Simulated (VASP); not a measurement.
# CuNi3 (Cmmm) in VASP: single point with PBEsol

Aim: the single point of CuNi3 with PBEsol.

Everything below comes from runs of VASP 6.6.1. Logs are shortened: lines on timing, memory, paths and dates and some standing lists are left out, and cuts for length are marked.

### Step 1. The cell of the first run

It takes space group Cmmm (No. 65, orthorhombic). Conventional cell: a = 2.790 Å, b = 3.974 Å, c = 7.935 Å, α = 90.00°, β = 90.00°, γ = 90.00°. Cu (site symmetry mmm) has 6 Cu at 2.43 to 2.79 Å and 8 Ni at 2.46 to 2.83 Å within 3.2 Å. Ni (site symmetry mm2) has 10 Ni at 2.39 to 2.79 Å and 4 Cu at 2.46 to 2.83 Å within 3.2 Å. Ni (site symmetry mmm) has 14 Ni at 2.39 to 2.79 Å within 3.2 Å.

### Step 2. Single point, PBEsol, collinear spin, zero start

INCAR reads:

```
PREC = Accurate
ENCUT = 520
EDIFF = 1E-6
ISMEAR = 0
SIGMA = 0.1
LREAL = F
LASPH = T
NELM = 150
ALGO = Normal
ISIF = 2
LWAVE = F
LCHARG = F
ISPIN = 2
MAGMOM = 0 0 0 0
LORBIT = 11
NUPDOWN = 0.0
LMAXMIX = 4
GGA = PS
NBANDS = 32
```

KPOINTS reads:

```
regular mesh
0
Gamma
  18 18 6
```

POSCAR reads:

```
CuNi3
1.0
    1.3952120000     -1.9871540000      0.0000000000
    1.3952120000      1.9871540000      0.0000000000
    0.0000000000      0.0000000000      7.9348860000
Cu Ni
1 3
Direct
    0.0000000000      0.0000000000      0.0000000000
    0.5000000000      0.5000000000      0.7453140000
    0.0000000000      0.0000000000      0.5000000000
    0.5000000000      0.5000000000      0.2546860000
```

Potentials or basis: VASP PAW PBE potentials, release 64 (Cu, Ni).

Started as:

```
> cat potpaw_PBE.64/Cu/POTCAR potpaw_PBE.64/Ni/POTCAR > POTCAR
> mpirun -np 1 vasp_std > vasp.out
```

OUTCAR:

```text
PREC = Accurate
   ENCUT = 520
   EDIFF = 1E-6
   ISMEAR = 0
   LREAL = F
   LASPH = T
   NELM = 150
   ISIF = 2
   ISPIN = 2
   LORBIT = 11
   NUPDOWN = 0.0
   GGA = PS

 ion  position               nearest neighbor table
   1  0.000  0.000  0.000-   2 2.46   4 2.46   2 2.46   4 2.46   2 2.83   4 2.83   2 2.83   4 2.83

   2  0.500  0.500  0.745-   3 2.39   3 2.39   1 2.46   1 2.46   3 2.78   3 2.78   1 2.83   1 2.83

   3  0.000  0.000  0.500-   2 2.39   4 2.39   2 2.39   4 2.39   2 2.78   4 2.78   2 2.78   4 2.78

   4  0.500  0.500  0.255-   3 2.39   3 2.39   1 2.46   1 2.46   3 2.78   3 2.78   1 2.83   1 2.83

  LATTYP: Found a base centered orthorhombic cell.
 ALAT       =     2.7904240000
 B/A-ratio  =     1.4242667064
 C/A-ratio  =     2.8436130136

  Lattice vectors:

 A1 = (   1.3952120000,  -1.9871540000,   0.0000000000)
 A2 = (   1.3952120000,   1.9871540000,   0.0000000000)
 A3 = (   0.0000000000,   0.0000000000,   7.9348860000)

Analysis of symmetry for initial positions (statically):
=====================================================================
 Subroutine PRICEL returns:
 Original cell was already a primitive cell.

 Routine SETGRP: Setting up the symmetry group for a
 base centered orthorhombic supercell.

 Subroutine GETGRP returns: Found  8 space group operations
 (whereof  8 operations were pure point group operations)
 out of a pool of  8 trial point group operations.

The static configuration has the point symmetry D_2h.

Analysis of symmetry for dynamics (positions and initial velocities):
=====================================================================
 Subroutine PRICEL returns:
 Original cell was already a primitive cell.

 Routine SETGRP: Setting up the symmetry group for a
 base centered orthorhombic supercell.

 Subroutine GETGRP returns: Found  8 space group operations
 (whereof  8 operations were pure point group operations)
 out of a pool of  8 trial point group operations.

The dynamic configuration has the point symmetry D_2h.

Analysis of structural, dynamic, and magnetic symmetry:
=====================================================================
 Subroutine PRICEL returns:
 Original cell was already a primitive cell.

 Routine SETGRP: Setting up the symmetry group for a
 base centered orthorhombic supercell.

 Subroutine GETGRP returns: Found  8 space group operations
 (whereof  8 operations were pure point group operations)
 out of a pool of  8 trial point group operations.

The overall configuration has the point symmetry D_2h.

 Subroutine INISYM returns: Found  8 space group operations
 (whereof  8 operations are pure point group operations),
 and found     1 'primitive' translations

----------------------------------------------------------------------------------------

                                     Primitive cell

  volume of cell :      43.9990

  direct lattice vectors                    reciprocal lattice vectors
     1.395212000 -1.987154000  0.000000000     0.358368477 -0.251616130  0.000000000
     1.395212000  1.987154000  0.000000000     0.358368477  0.251616130  0.000000000
     0.000000000  0.000000000  7.934886000     0.000000000  0.000000000  0.126025755

  length of vectors
     2.428043975  2.428043975  7.934886000     0.437879713  0.437879713  0.126025755

  position of ions in fractional coordinates (direct lattice)
     0.000000000  0.000000000  0.000000000
     0.500000000  0.500000000  0.745314000
     0.000000000  0.000000000  0.500000000
     0.500000000  0.500000000  0.254686000

  ion indices of the primitive-cell ions
   primitive index   ion index
                 1           1
                 2           2
                 3           3
                 4           4

----------------------------------------------------------------------------------------

 KPOINTS: regular mesh

Automatic generation of k-mesh.
 Grid dimensions read from file:
 generate k-points for:   18   18    6

 Generating k-lattice:

  Cartesian coordinates                     Fractional coordinates (reciprocal lattice)
     0.019909360 -0.013978674  0.000000000     0.055555556  0.000000000  0.000000000
     0.019909360  0.013978674  0.000000000     0.000000000  0.055555556  0.000000000
     0.000000000  0.000000000  0.021004293     0.000000000  0.000000000  0.166666667

  Length of vectors
     0.024326651  0.024326651  0.021004293

  Shift w.r.t. Gamma in fractional coordinates (k-lattice)
     0.000000000  0.000000000  0.000000000

 Subroutine IBZKPT returns following result:
 ===========================================

 Found    364 irreducible k-points:

 Following reciprocal coordinates:
            Coordinates               Weight
  0.000000  0.000000  0.000000      1.000000
  0.055556  0.000000  0.000000      4.000000
  0.111111  0.000000  0.000000      4.000000
  0.166667  0.000000  0.000000      4.000000
  0.222222  0.000000  0.000000      4.000000
  0.277778  0.000000  0.000000      4.000000
[... 16 lines left out ...]
 -0.277778  0.055556  0.000000      4.000000
 -0.222222  0.055556  0.000000      4.000000
 [... further k-points ...]
   k-points           NKPTS =    364   k-points in BZ     NKDIM =    364   number of bands    NBANDS=     32
   number of dos      NEDOS =    301   number of ions     NIONS =      4
   total plane-waves  NPLWV =  19440
   dimension x,y,z NGX =    18 NGY =   18 NGZ =   60
   dimension x,y,z NGXF=    36 NGYF=   36 NGZF=  120
   ions per type =               1   3
   NGX,Y,Z   is equivalent  to a cutoff of  12.32, 12.32, 12.57 a.u.
   NGXF,Y,Z  is equivalent  to a cutoff of  24.65, 24.65, 25.14 a.u.
 SYSTEM =  unknown system
   PREC   = accura    normal or accurate (medium, high low for compatibility)
   ISTART =      0    job   : 0-new  1-cont  2-samecut
   ICHARG =      2    charge: 1-file 2-atom 10-const
   ISPIN  =      2    spin polarized calculation?
   LNONCOLLINEAR =      F non collinear calculations
   LSORBIT =      F    spin-orbit coupling
   LASPH  =      T    aspherical Exc in radial PAW
   ENCUT  =  520.0 eV  38.22 Ry    6.18 a.u.   4.51  4.51 14.75*2*pi/ulx,y,z
   NELM   =    150;   NELMIN=  2; NELMDL= -5     # of ELM steps
   EDIFF  = 0.1E-05   stopping-criterion for ELM
   LREAL  =      F    real-space projection
   EDIFFG = 0.1E-04   stopping-criterion for IOM
   NSW    =      0    number of steps for IOM
[... 5 lines left out ...]
   TEBEG  =    0.0;   TEEND  =   0.0 temperature during run
   PSTRESS=    0.0 pullay stress
   NELECT =      41.0000    total number of electrons
   NUPDOWN=       0.0000    fix difference up-down
   EMIN   =  10.00;   EMAX   =-10.00  energy-range for DOS
   EFERMI =   0.00;   METHOD = LEGACY
   ISMEAR =     0;   SIGMA  =   0.10  broadening in eV -4-tet -1-fermi 0-gaus
   EFERMI_NEDOS =   21; number of points for ismear=-14 and -15
   IALGO  =     38    algorithm
   IMIX   =      4    mixing-type and parameters
     AMIX     =   0.40;   BMIX     =  1.00
     AMIX_MAG =   1.60;   BMIX_MAG =  1.00
  volume/ion in A,a.u.               =      11.00        74.23
  Fermi-wavevector in a.u.,A,eV,Ry     =   1.599025  3.021719 34.788487  2.556882
  Thomas-Fermi vector in A             =   2.696383
   LORBIT       =     11    0 simple, 1 ext, 2 COOP (PROOUT), +10 PAW based schemes
   GGA     = PS    functional components
   LHFCALC =     F    Hartree Fock is set to
   AEXX    =    0.0000 exact exchange contribution
   IVDW    =     0    specifies the selected vdW correction
   LEPSILON=     F    determine dielectric tensor
   LRPA    =     F    only Hartree local field effects (RPA)
 spin polarized calculation
 Gauss-broadening in eV      SIGMA  =   0.10
  energy-cutoff  :      520.00
  volume of cell :       44.00
 maximum number of plane-waves:      1215
   NGX =  9   NGY =  9   NGZ = 29

 number of electron      41.0000009 magnetization       0.0000000

 number of electron      41.0000009 magnetization      -0.0000000

 Free energy of the ion-electron system (eV)
  ---------------------------------------------------
  ext. energy  EPLUGINS =         0.00000000
  ---------------------------------------------------
  free energy    TOTEN  =       -22.30069909 eV

  energy without entropy =      -22.26400878  energy(sigma->0) =      -22.28235393

 E-fermi :   8.6104     XC(G=0): -13.3528

 val. band max:        8.6093330157   @ k =   0.5000   0.3333   0.5000
 cond. band min:       8.6110973572   @ k =   0.4444   0.3333   0.1667
 fundamental gap:      0.0017643415
 Fermi energy:         8.6104006096

 spin component 1

 k-point     1 :       0.0000    0.0000    0.0000
  band No.  band energies     occupation
      1      -0.3864      1.00000
      2       1.8468      1.00000
      3       2.1122      1.00000
      4       4.0912      1.00000
      5       5.1819      1.00000
      6       5.8754      1.00000
[... 829 lines left out ...]
     31      29.0210      0.00000
     32      29.3582      0.00000

 [... further k-points ...]

 spin component 2

 k-point     1 :       0.0000    0.0000    0.0000
  band No.  band energies     occupation
      1      -0.3864      1.00000
      2       1.8468      1.00000
      3       2.1122      1.00000
      4       4.0912      1.00000
      5       5.1819      1.00000
      6       5.8754      1.00000
[... 829 lines left out ...]
     31      29.0210      0.00000
     32      29.3581      0.00000

 [... further k-points ...]

------------------------ aborting loop because EDIFF is reached ----------------------------------------

  FORCE on cell =-STRESS in cart. coord.  units (eV):
  Direction    XX          YY          ZZ          XY          YZ          ZX
  --------------------------------------------------------------------------------------
  -------------------------------------------------------------------------------------
  Total       -1.9754648     -1.9760263     -1.6126074     -0.0000000      0.0000000      0.0000000
  in kB      -71.9345391    -71.9549863    -58.7214574     -0.0000000      0.0000000      0.0000000
  external PRESSURE =     -67.5369943 kB  Pullay stress =       0.0000000 kB

 VOLUME and BASIS-vectors are now :
 -----------------------------------------------------------------------------
  energy-cutoff  :      520.00
  volume of cell :       44.00
      direct lattice vectors                 reciprocal lattice vectors
     1.395212000 -1.987154000  0.000000000     0.358368477 -0.251616130  0.000000000
     1.395212000  1.987154000  0.000000000     0.358368477  0.251616130  0.000000000
     0.000000000  0.000000000  7.934886000     0.000000000  0.000000000  0.126025755

 POSITION                                       TOTAL-FORCE (eV/Angst)
 -----------------------------------------------------------------------------------
      0.00000      0.00000      0.00000        -0.000000     -0.000000      0.000000
      1.39521      0.00000      5.91398        -0.000000     -0.000000      0.017974
      0.00000      0.00000      3.96744         0.000000      0.000000      0.000000
      1.39521      0.00000      2.02090         0.000000     -0.000000     -0.017974
 -----------------------------------------------------------------------------------
    total drift:                                0.000000      0.000000      0.000000

  FREE ENERGIE OF THE ION-ELECTRON SYSTEM (eV)
  ---------------------------------------------------
  free  energy   TOTEN  =       -22.3006990912 eV

  energy  without entropy=      -22.2640087773  energy(sigma->0) =      -22.28235393

 total charge

# of ion       s       p       d       tot
------------------------------------------
    1        0.465   0.427   9.165  10.056
    2        0.487   0.476   8.349   9.311
    3        0.494   0.499   8.337   9.330
    4        0.487   0.476   8.349   9.311
--------------------------------------------------
tot          1.932   1.877  34.199  38.008

 magnetization (x)

# of ion       s       p       d       tot
------------------------------------------
    1       -0.000  -0.000   0.000  -0.000
    2       -0.000   0.000  -0.000  -0.000
    3        0.000   0.000   0.000   0.000
    4       -0.000   0.000  -0.000  -0.000
--------------------------------------------------
tot         -0.000   0.000  -0.000  -0.000
```

It took 28 min on 1 thread of Oxide Virtual Turin-like, shared host; peak memory 0.71 GiB.

Results:

```
Free energy                                           : -22.3007 eV
Pressure                                              : -6.8 GPa
Largest force                                         : 0.018 eV/Å
Net moment                                            : 0.00 μB per cell
Valence electrons inside the program's atomic spheres : Cu 10.06; Ni 9.31, 9.33 (each value once)
```

Forces on the atoms (eV/Å):
```
Cu   0.000  0.000  0.000
Ni   0.000  0.000  0.018
Ni   0.000  0.000  0.000
Ni   0.000  0.000 -0.018
```

Caveat: the cell stands under tension; the PAW data sets were made with another functional, which shifts forces and pressure a little; the total moment is fixed, so each spin has its own Fermi level.
